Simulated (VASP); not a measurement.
Input of a VASP 6.6.1 run:

The input INCAR:

```
PREC = Accurate
ENCUT = 520
EDIFF = 1E-6
ISMEAR = -1
SIGMA = 0.05
LREAL = False
LASPH = True
NELM = 80
ALGO = Normal
ISIF = 2
LWAVE = False
LCHARG = True
GGA = PE
LELF = True
LVHAR = True
NBANDS = 28
```

Contents of KPOINTS:

```
regular mesh
0
Gamma
  6 5 6
```

The input POSCAR:

```
BaTiO3
1.0
    3.7246787355     -0.3846364701      0.0223674800
   -0.2517185873      3.2726295367      3.1100811900
    0.2888899683     -2.7505428996      2.5899183700
Ba Ti O
1 1 3
Direct
    0.0036372600      0.9972694200      0.9985015400
    0.5002452300      0.5116078500      0.5101821300
    0.9983542100      0.4928168200      0.4950359800
    0.4999067000      0.5015397800      0.9945381500
    0.4978566000      0.9929861300      0.4979621900
```

Potentials or basis: VASP PAW PBE potentials, release 64 (Ba_sv, Ti_sv, O).

Launch:

```console
$ cat potpaw_PBE.64/Ba_sv/POTCAR potpaw_PBE.64/Ti_sv/POTCAR potpaw_PBE.64/O/POTCAR > POTCAR
$ mpirun -np 1 vasp_std > vasp.out
```

Task: What does it give for the largest force?

Result: 0.734 eV/Å.

Task: What does it give for the pressure?

Result: 19.5 GPa.

Task: Predict the band gap on the k mesh.

Result: 0.64 eV (least direct gap 0.77 eV).

Stress tensor (GPa, compression positive):
```
 32.84  24.86  -7.49
 24.86   7.55 -17.31
 -7.49 -17.31  18.15
```

Caveat: the cell stands under pressure; spin-orbit coupling is left out, which moves the levels of the heavy elements; an odd mesh through Γ misses points on the zone boundary, where band edges can lie.
